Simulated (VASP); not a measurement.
HgTe:

```xyz
2
Lattice="-3.1053 3.1053 1.5900 3.1053 -3.1053 1.5900 3.1053 3.1053 -1.5900" Properties=species:S:1:pos:R:3 pbc="T T T"
Hg    0.0000    3.1053    0.7950
Te    0.0000    0.0000    0.0000
```

Base run:

```yaml
Program: VASP 6.6.1
Functional: r2SCAN
Potentials_or_basis: VASP PAW PBE potentials, release 64 (Hg, Te)
Cutoff: 520 eV
k_mesh: 10 × 10 × 10
Occupations: fermi-dirac, width 0.05 eV
Spin: no spin polarisation
```

Its results: band gap on the k mesh zero (band 9 reaches 5.06 eV, above the bottom of band 10 at 1.89 eV); pressure -3.1 GPa.

The run is repeated on the same cell with these changes: functional from r2SCAN to PBEsol. What comes out?

Band gap on the k mesh zero (band 9 reaches 4.96 eV, above the bottom of band 10 at 1.88 eV); pressure -5.0 GPa.

Caveats: the PAW data sets were made with another functional, which shifts forces and pressure a little; spin-orbit coupling is left out, which moves the levels of the heavy elements.
